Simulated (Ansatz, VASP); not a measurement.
Given: the input of a run of Ansatz 0.2.0 on MnS.

Contents of input.yaml:

```yaml
crystal:
  lattice:
    - [0.0, 2.6045, 2.6045]
    - [2.6045, 0.0, 2.6045]
    - [2.6045, 2.6045, 0.0]
  atoms:
    - { symbol: Mn, position: [0.0, 0.0, 0.0], spin: 6.0 }
    - { symbol: S, position: [0.5, 0.5, 0.5] }
hamiltonian:
  xc: pbe
  pseudopotentials: { kind: paw }
magnetization:
  spin_polarized: true
  initial_magnetization: 6.0
  spin_locking: { lock_magnetization: hard }
kpoints:
  mp_grid: { grid: [7, 7, 7] }
scf:
  occupations: { method: fermi_dirac, width: 0.05 }
  lower_state_search: "off"
output:
  forces: true
  stress: true
  eigenvalues: true
```

Potentials or basis: Ansatz PAW.

The run is started by

```console
$ ansatz run input.yaml --threads 2 --pin off --max-ram 5632MiB --backend cpu --events-out ev --progress --plain --runs-dir out
```

Question: Translate it to VASP 6.6.1. Potentials there: VASP PAW PBE potentials, release 64 (Mn_pv, S).

Answer: As run (the cutoff follows the program's own potentials):

INCAR

```
PREC = Accurate
ENCUT = 520
EDIFF = 1E-6
ISMEAR = -1
SIGMA = 0.05
LREAL = False
LASPH = True
NELM = 150
ALGO = Normal
ISIF = 2
LWAVE = False
LCHARG = False
ISPIN = 2
MAGMOM = 6 0
LORBIT = 11
NUPDOWN = 6.0
LMAXMIX = 4
GGA = PE
NBANDS = 20
```

File KPOINTS:

```
Automatic mesh
0
Gamma
  7 7 7
```

The input POSCAR:

```
MnS
1.0
    0.0000000000      2.6045000000      2.6045000000
    2.6045000000      0.0000000000      2.6045000000
    2.6045000000      2.6045000000      0.0000000000
Mn S
1 1
Direct
    0.0000000000      0.0000000000      0.0000000000
    0.5000000000      0.5000000000      0.5000000000
```

Potentials or basis: VASP PAW PBE potentials, release 64 (Mn_pv, S).

Run with:

```console
$ cat potpaw_PBE.64/Mn_pv/POTCAR potpaw_PBE.64/S/POTCAR > POTCAR
$ mpirun -np 1 vasp_std > vasp.out
```

Both were run:

|  | VASP | Ansatz | Ansatz less VASP |
| --- | --- | --- | --- |
| pressure (GPa) | 12.9 | 12.8 | -0.09 |
| net moment per atom (μB) | 3.00 | 3.00 | 0.000 |
| size of the moment on the site where the two differ most (μB) | 0.47 | 0.64 | +0.166 |

Site moments also hang on the region over which each program counts them. VASP's potentials hold 19 valence electrons a cell and Ansatz's 21, so a difference there can come from the potentials and not from the codes.
